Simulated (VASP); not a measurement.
# Lu4SiF (P4/mmm) in VASP: a series of runs

Lu4SiF is run at these levels: PBE; tasks: single point, relaxation of cell and atoms.

All numbers are computed with VASP 6.6.1; they aren't measurements. Logs are shortened: lines on timing, memory, paths and dates and some standing lists are left out, and cuts for length are marked.

## Step 1: The cell of the first run

It takes space group P4/mmm (No. 123, tetragonal). Conventional cell: a = 4.581 Å, b = 4.581 Å, c = 6.924 Å, α = 90.00°, β = 90.00°, γ = 90.00°. Within 3.8 Å of Lu (site symmetry 2mm) lie 2 Si at 2.86 Å and 2 F at 2.88 Å and 6 Lu at 3.24 to 3.50 Å. Si (site symmetry 4/mmm) has 8 Lu at 2.86 Å and 2 F at 3.46 Å within 3.8 Å. F (site symmetry 4/mmm) has 8 Lu at 2.88 Å and 2 Si at 3.46 Å within 3.8 Å.

The cell was built from a structure type or drawn by symmetry, and may not be a known phase.

## Step 2: Single point, PBE

File INCAR:

```
SYSTEM = Lu4SiF
ALGO = Normal
EDIFF = 1E-6
ENCUT = 520
GGA = PE
ISIF = 2
ISMEAR = 0
LASPH = .TRUE.
LCHARG = .FALSE.
LREAL = .FALSE.
LWAVE = .FALSE.
NBANDS = 64
NELM = 100
PREC = Accurate
SIGMA = 0.1
```

File KPOINTS:

```
k-points
0
G
  4 4 4
  0 0 0
```

File POSCAR:

```
Lu4SiF
1.0
    4.5814742123      0.0000000000      0.0000000000
    0.0000000000      4.5814742123      0.0000000000
    0.0000000000      0.0000000000      6.9240958927
Lu Si F
4 1 1
Direct
    0.0000000000      0.5000000000      0.2475157656
    0.5000000000      0.0000000000      0.2475157656
    0.0000000000      0.5000000000      0.7524842344
    0.5000000000      0.0000000000      0.7524842344
    0.0000000000      0.0000000000      0.0000000000
    0.0000000000      0.0000000000      0.5000000000
```

Potentials or basis: VASP PAW PBE potentials, release 64 (Lu, Si, F).

Command:

```
$ cat potpaw_PBE.64/Lu/POTCAR potpaw_PBE.64/Si/POTCAR potpaw_PBE.64/F/POTCAR > POTCAR
$ mpirun -np 1 vasp_std > vasp.out
```

OUTCAR:

```text
SYSTEM = Lu4SiF
   EDIFF = 1E-6
   ENCUT = 520
   GGA = PE
   ISIF = 2
   ISMEAR = 0
   LASPH = .TRUE.
   LREAL = .FALSE.
   NELM = 100
   PREC = Accurate

 ion  position               nearest neighbor table
   1  0.000  0.500  0.248-   5 2.86   5 2.86   2 3.24   2 3.24   2 3.24   2 3.24   3 3.43   3 3.50

   2  0.500  0.000  0.248-   5 2.86   5 2.86   1 3.24   1 3.24   1 3.24   1 3.24   4 3.43   4 3.50

   3  0.000  0.500  0.752-   5 2.86   5 2.86   4 3.24   4 3.24   4 3.24   4 3.24   1 3.43   1 3.50

   4  0.500  0.000  0.752-   5 2.86   5 2.86   3 3.24   3 3.24   3 3.24   3 3.24   2 3.43   2 3.50

   5  0.000  0.000  0.000-   1 2.86   2 2.86   3 2.86   4 2.86   1 2.86   3 2.86   2 2.86   4 2.86

   6  0.000  0.000  0.500-

  LATTYP: Found a simple tetragonal cell.
 ALAT       =     4.5814742123
 C/A-ratio  =     1.5113248644

  Lattice vectors:

 A1 = (   4.5814742123,   0.0000000000,   0.0000000000)
 A2 = (   0.0000000000,   4.5814742123,   0.0000000000)
 A3 = (   0.0000000000,   0.0000000000,   6.9240958927)

Analysis of symmetry for initial positions (statically):
=====================================================================
 Subroutine PRICEL returns:
 Original cell was already a primitive cell.

 Routine SETGRP: Setting up the symmetry group for a
 simple tetragonal supercell.

 Subroutine GETGRP returns: Found 16 space group operations
 (whereof 16 operations were pure point group operations)
 out of a pool of 16 trial point group operations.

The static configuration has the point symmetry D_4h.

Analysis of symmetry for dynamics (positions and initial velocities):
=====================================================================
 Subroutine PRICEL returns:
 Original cell was already a primitive cell.

 Routine SETGRP: Setting up the symmetry group for a
 simple tetragonal supercell.

 Subroutine GETGRP returns: Found 16 space group operations
 (whereof 16 operations were pure point group operations)
 out of a pool of 16 trial point group operations.

The dynamic configuration has the point symmetry D_4h.

 Subroutine INISYM returns: Found 16 space group operations
 (whereof 16 operations are pure point group operations),
 and found     1 'primitive' translations

----------------------------------------------------------------------------------------

                                     Primitive cell

  volume of cell :     145.3361

  direct lattice vectors                    reciprocal lattice vectors
     4.581474212  0.000000000  0.000000000     0.218270354  0.000000000  0.000000000
     0.000000000  4.581474212  0.000000000     0.000000000  0.218270354  0.000000000
     0.000000000  0.000000000  6.924095893     0.000000000  0.000000000  0.144423188

  length of vectors
     4.581474212  4.581474212  6.924095893     0.218270354  0.218270354  0.144423188

  position of ions in fractional coordinates (direct lattice)
     0.000000000  0.500000000  0.247515766
     0.500000000  0.000000000  0.247515766
     0.000000000  0.500000000  0.752484234
     0.500000000  0.000000000  0.752484234
     0.000000000  0.000000000  0.000000000
     0.000000000  0.000000000  0.500000000

  ion indices of the primitive-cell ions
   primitive index   ion index
                 1           1
                 2           2
                 3           3
                 4           4
                 5           5
                 6           6

----------------------------------------------------------------------------------------

 KPOINTS: k-points

Automatic generation of k-mesh.
 Grid dimensions read from file:
 generate k-points for:    4    4    4

 Generating k-lattice:

  Cartesian coordinates                     Fractional coordinates (reciprocal lattice)
     0.054567589  0.000000000  0.000000000     0.250000000  0.000000000  0.000000000
     0.000000000  0.054567589  0.000000000     0.000000000  0.250000000  0.000000000
     0.000000000  0.000000000  0.036105797     0.000000000  0.000000000  0.250000000

  Length of vectors
     0.054567589  0.054567589  0.036105797

  Shift w.r.t. Gamma in fractional coordinates (k-lattice)
     0.000000000  0.000000000  0.000000000

 Subroutine IBZKPT returns following result:
 ===========================================

 Found     18 irreducible k-points:

 Following reciprocal coordinates:
            Coordinates               Weight
  0.000000  0.000000  0.000000      1.000000
  0.250000  0.000000  0.000000      4.000000
  0.500000  0.000000  0.000000      2.000000
  0.250000  0.250000  0.000000      4.000000
  0.500000  0.250000  0.000000      4.000000
  0.500000  0.500000  0.000000      1.000000
[... 10 lines left out ...]
  0.500000  0.250000  0.500000      4.000000
  0.500000  0.500000  0.500000      1.000000
   k-points           NKPTS =     18   k-points in BZ     NKDIM =     18   number of bands    NBANDS=     64
   number of dos      NEDOS =    301   number of ions     NIONS =      6
   total plane-waves  NPLWV =  69984
   dimension x,y,z NGX =    36 NGY =   36 NGZ =   54
   dimension x,y,z NGXF=    72 NGYF=   72 NGZF=  108
   ions per type =               4   1   1
   NGX,Y,Z   is equivalent  to a cutoff of  13.06, 13.06, 12.97 a.u.
   NGXF,Y,Z  is equivalent  to a cutoff of  26.13, 26.13, 25.93 a.u.
 SYSTEM =  Lu4SiF
   PREC   = accura    normal or accurate (medium, high low for compatibility)
   ISTART =      0    job   : 0-new  1-cont  2-samecut
   ICHARG =      2    charge: 1-file 2-atom 10-const
   ISPIN  =      1    spin polarized calculation?
   LNONCOLLINEAR =      F non collinear calculations
   LSORBIT =      F    spin-orbit coupling
   LASPH  =      T    aspherical Exc in radial PAW
   ENCUT  =  520.0 eV  38.22 Ry    6.18 a.u.   8.52  8.52 12.87*2*pi/ulx,y,z
   NELM   =    100;   NELMIN=  2; NELMDL= -5     # of ELM steps
   EDIFF  = 0.1E-05   stopping-criterion for ELM
   LREAL  =      F    real-space projection
   EDIFFG = 0.1E-04   stopping-criterion for IOM
   NSW    =      0    number of steps for IOM
   IBRION =     -1    ionic relax: 0-MD 1-quasi-New 2-CG
   NFREE  =      0    steps in history (QN), initial steepest desc. (CG)
   ISIF   =      2    stress and relaxation
   ISYM   =      2    0-nonsym 1-usesym 2-fastsym
   POTIM  = 0.5000    time-step for ionic-motion
   TEBEG  =    0.0;   TEEND  =   0.0 temperature during run
   PSTRESS=    0.0 pullay stress
   NELECT =     111.0000    total number of electrons
   NUPDOWN=      -1.0000    fix difference up-down
   EMIN   =  10.00;   EMAX   =-10.00  energy-range for DOS
   EFERMI =   0.00;   METHOD = LEGACY
   ISMEAR =     0;   SIGMA  =   0.10  broadening in eV -4-tet -1-fermi 0-gaus
   EFERMI_NEDOS =   21; number of points for ismear=-14 and -15
   IALGO  =     38    algorithm
   IMIX   =      4    mixing-type and parameters
     AMIX     =   0.40;   BMIX     =  1.00
     AMIX_MAG =   1.60;   BMIX_MAG =  1.00
  volume/ion in A,a.u.               =      24.22       163.46
  Fermi-wavevector in a.u.,A,eV,Ry     =   1.496435  2.827853 30.467783  2.239319
  Thomas-Fermi vector in A             =   2.608452
   LORBIT       =      0    0 simple, 1 ext, 2 COOP (PROOUT), +10 PAW based schemes
   GGA     = PE    functional components
   LHFCALC =     F    Hartree Fock is set to
   AEXX    =    0.0000 exact exchange contribution
   IVDW    =     0    specifies the selected vdW correction
   LEPSILON=     F    determine dielectric tensor
   LRPA    =     F    only Hartree local field effects (RPA)
 non-spin polarized calculation
 Gauss-broadening in eV      SIGMA  =   0.10
  energy-cutoff  :      520.00
  volume of cell :      145.34
 maximum number of plane-waves:      3953
 NGX is ok and might be reduce to    36
   NGX = 17   NGY = 17   NGZ = 25

 number of electron     111.0000056 magnetization

 Free energy of the ion-electron system (eV)
  ---------------------------------------------------
  ext. energy  EPLUGINS =         0.00000000
  ---------------------------------------------------
  free energy    TOTEN  =       -28.33084687 eV

  energy without entropy =      -28.30210007  energy(sigma->0) =      -28.31647347

 E-fermi :   3.0102     XC(G=0): -10.4159

 val. band max:        2.9849638222   @ k =   0.2500   0.0000   0.0000
 cond. band min:       3.0395409107   @ k =   0.2500   0.0000   0.2500
 fundamental gap:      0.0545770885
 Fermi energy:         3.0101835258

 k-point     1 :       0.0000    0.0000    0.0000
  band No.  band energies     occupation
      1     -53.6870      2.00000
      2     -53.6771      2.00000
      3     -53.6410      2.00000
      4     -53.6317      2.00000
      5     -24.5835      2.00000
      6     -24.5419      2.00000
[... 56 lines left out ...]
     63       5.5439      0.00000
     64       6.9088      0.00000

 k-point     2 :       0.2500    0.0000    0.0000
  band No.  band energies     occupation
      1     -53.6802      2.00000
      2     -53.6704      2.00000
      3     -53.6477      2.00000
      4     -53.6383      2.00000
      5     -24.5600      2.00000
      6     -24.4965      2.00000
[... 56 lines left out ...]
     63       5.7761      0.00000
     64       6.2833      0.00000

 k-point     3 :       0.5000    0.0000    0.0000
  band No.  band energies     occupation
      1     -53.6639      2.00000
      2     -53.6639      2.00000
      3     -53.6544      2.00000
      4     -53.6543      2.00000
      5     -24.5110      2.00000
      6     -24.4983      2.00000
[... 994 lines left out ...]
     63       4.9620      0.00000
     64       5.1413      0.00000

 k-point    18 :       0.5000    0.5000    0.5000
  band No.  band energies     occupation
      1     -53.6596      2.00000
      2     -53.6596      2.00000
      3     -53.6584      2.00000
      4     -53.6584      2.00000
      5     -24.6653      2.00000
      6     -24.6419      2.00000
[... 56 lines left out ...]
     63       5.6923      0.00000
     64       5.8954      0.00000

------------------------ aborting loop because EDIFF is reached ----------------------------------------

  FORCE on cell =-STRESS in cart. coord.  units (eV):
  Direction    XX          YY          ZZ          XY          YZ          ZX
  --------------------------------------------------------------------------------------
  -------------------------------------------------------------------------------------
  Total        0.1474014      0.1474014      0.0457958      0.0000000      0.0000000      0.0000000
  in kB        1.6249452      1.6249452      0.5048500      0.0000000      0.0000000      0.0000000
  external PRESSURE =       1.2515801 kB  Pullay stress =       0.0000000 kB

 VOLUME and BASIS-vectors are now :
 -----------------------------------------------------------------------------
  energy-cutoff  :      520.00
  volume of cell :      145.34
      direct lattice vectors                 reciprocal lattice vectors
     4.581474212  0.000000000  0.000000000     0.218270354  0.000000000  0.000000000
     0.000000000  4.581474212  0.000000000     0.000000000  0.218270354  0.000000000
     0.000000000  0.000000000  6.924095893     0.000000000  0.000000000  0.144423188

 POSITION                                       TOTAL-FORCE (eV/Angst)
 -----------------------------------------------------------------------------------
      0.00000      2.29074      1.71382         0.000000     -0.000000      0.004685
      2.29074      0.00000      1.71382        -0.000000      0.000000      0.004685
      0.00000      2.29074      5.21027        -0.000000     -0.000000     -0.004685
      2.29074      0.00000      5.21027         0.000000      0.000000     -0.004685
      0.00000      0.00000      0.00000         0.000000     -0.000000     -0.000000
      0.00000      0.00000      3.46205         0.000000     -0.000000     -0.000000
 -----------------------------------------------------------------------------------
    total drift:                                0.000000      0.000000     -0.000000

  FREE ENERGIE OF THE ION-ELECTRON SYSTEM (eV)
  ---------------------------------------------------
  free  energy   TOTEN  =       -28.3308468663 eV

  energy  without entropy=      -28.3021000693  energy(sigma->0) =      -28.31647347
```

Run time: 3.4 min. Hardware: 1 thread of Intel Xeon Platinum 8488C (Sapphire Rapids), shared host; peak memory 0.32 GiB.

What came out:

```
Free energy            : -28.3308 eV
Pressure               : 0.1 GPa
Largest force          : 0.005 eV/Å
Band gap on the k mesh : zero (an odd number of electrons rules out a gap without spin polarisation)
```

Forces in eV/Å, atoms in the order of the input:
```
Lu   0.000  0.000  0.005
Lu   0.000  0.000  0.005
Lu   0.000  0.000 -0.005
Lu   0.000  0.000 -0.005
Si   0.000  0.000  0.000
F    0.000  0.000  0.000
```

Levels at points of the mesh, in eV from the Fermi level:
| k point | band 53 | band 54 | band 55 | band 56 | band 57 | band 58 | band 59 | band 60 |
| --- | --- | --- | --- | --- | --- | --- | --- | --- |
| (0.00, 0.00, 0.00) | -2.03 | -1.13 | -0.85 | -0.53 | -0.37 | -0.08 | 0.16 | 2.12 |
| (0.50, 0.00, 0.00) | -1.16 | -1.15 | -0.46 | 0.27 | 0.41 | 0.78 | 1.19 | 1.73 |
| (0.50, 0.50, 0.00) | -1.47 | -0.84 | -0.84 | -0.43 | 0.40 | 0.40 | 1.00 | 1.35 |
| (0.00, 0.00, 0.50) | -2.01 | -2.01 | -0.30 | -0.16 | -0.11 | 0.28 | 1.15 | 1.57 |
| (0.50, 0.00, 0.50) | -1.70 | -0.19 | 0.15 | 0.84 | 0.89 | 1.19 | 1.21 | 1.68 |
| (0.50, 0.50, 0.50) | -1.09 | -1.02 | -0.88 | -0.88 | 0.70 | 0.70 | 1.16 | 1.41 |

Caveat: spin-orbit coupling is left out, which moves the levels of the heavy elements; an odd number of electrons without spin polarisation forces a metal; a magnetic or distorted state may lie lower.

## Step 3: Relaxation of cell and atoms, PBE

This run uses another cell than the first one, of 21.68 Å³/atom.

File INCAR:

```
  ALGO = Normal
  EDIFF = 1E-6
  EDIFFG = -0.04
  ENCUT = 600
  GGA = PE
  IBRION = 2
  ISIF = 3
  ISMEAR = 0
  LASPH = True
  LCHARG = False
  LREAL = False
  LWAVE = False
  NELM = 100
  NSW = 90
  PREC = Accurate
  SIGMA = 0.1
```

File KPOINTS:

```
k-points
0
Gamma
  4 4 2
```

File POSCAR:

```
Lu4SiF
1.0
    3.9665034600      0.0000000000      0.0000000000
    0.0000000000      3.9665034600      0.0000000000
    0.0000000000      0.0000000000      8.2683994800
Lu Si F
4 1 1
Direct
    0.0000000000      0.5000000000      0.2526677400
    0.5000000000      0.0000000000      0.2526677400
    0.0000000000      0.5000000000      0.7473322600
    0.5000000000      0.0000000000      0.7473322600
    0.0000000000      0.0000000000      0.0000000000
    0.0000000000      0.0000000000      0.5000000000
```

Potentials or basis: VASP PAW PBE potentials, release 64 (Lu, Si, F).

Command:

```
$ cat potpaw_PBE.64/Lu/POTCAR potpaw_PBE.64/Si/POTCAR potpaw_PBE.64/F/POTCAR > POTCAR
$ mpirun -np 1 vasp_std > vasp.out
```

Wall time 15 min (1 thread of Intel Xeon Platinum 8488C (Sapphire Rapids), shared host); peak memory 0.34 GiB.

It converged, with:

```
Free energy                           : -28.3608 eV
Relaxed volume                        : 24.13 Å³/atom
Relaxed cell                          : a = 4.568 Å, b = 4.568 Å, c = 6.936 Å, α = 90.00°, β = 90.00°, γ = 90.00°
Space group after relaxing (to 0.1 Å) : P4/mmm (No. 123)
Energy gained by relaxing             : 506.4 meV/atom
Ionic steps                           : 8
Pressure after relaxing               : 0.0 GPa
Largest force after relaxing          : 0.008 eV/Å
Band gap on the k mesh                : zero (an odd number of electrons rules out a gap without spin polarisation)
```

Forces in eV/Å, atoms in the order of the input:
```
Lu   0.000  0.000  0.008
Lu   0.000  0.000  0.008
Lu   0.000  0.000 -0.008
Lu   0.000  0.000 -0.008
Si   0.000  0.000  0.000
F    0.000  0.000  0.000
```

Stress tensor (GPa, compression positive):
```
 0.17  0.00  0.00
 0.00  0.17  0.00
 0.00  0.00 -0.21
```

The path:
```tsv
step	energy change (eV)	largest force (eV/Å)	pressure (GPa)	volume (Å³)
1	0.0000	0.4378	10.44	130.09
2	-2.5427	0.4369	-3.24	156.48
3	-2.5789	0.4161	-4.32	160.00
4	-3.0254	0.0172	-0.94	147.42
5	-3.0360	0.0956	-0.03	145.43
6	-3.0359	0.0832	-0.20	145.72
7	-3.0375	0.0531	-0.10	145.33
8	-3.0383	0.0083	0.05	144.76
```

Final structure:
```
Lu Si F
1.0
     4.56836    0.00000    0.00000
     0.00000    4.56836    0.00000
     0.00000    0.00000    6.93613
Lu Si F
4 1 1
Direct
  0.00000 0.50000 0.24792
  0.50000 0.00000 0.24792
  0.00000 0.50000 0.75208
  0.50000 0.00000 0.75208
  0.00000 0.00000 0.00000
  0.00000 0.00000 0.50000
```

Levels at points of the mesh, in eV from the Fermi level:
```
           k point  band 54  band 55  band 56  band 57  band 58  band 59
(0.00, 0.00, 0.00)    -1.16    -0.88    -0.53    -0.34    -0.08     0.14
(0.50, 0.00, 0.00)    -1.13    -0.46     0.27     0.42     0.80     1.20
(0.50, 0.50, 0.00)    -0.85    -0.85    -0.42     0.41     0.41     1.02
(0.00, 0.00, 0.50)    -2.00    -0.31    -0.18    -0.13     0.27     1.18
(0.50, 0.00, 0.50)    -0.19     0.14     0.86     0.90     1.20     1.20
(0.50, 0.50, 0.50)    -1.04    -0.89    -0.89     0.69     0.69     1.18
```

Caveat: the k points lie up to 0.45 Å⁻¹ apart in the final cell, too coarse for converged energies and pressures of a metal; a cell axis changed by over 15 % at a fixed basis, so the end point is rough; spin-orbit coupling is left out, which moves the levels of the heavy elements; an odd number of electrons without spin polarisation forces a metal; a magnetic or distorted state may lie lower.

[end of part 1 of 2]
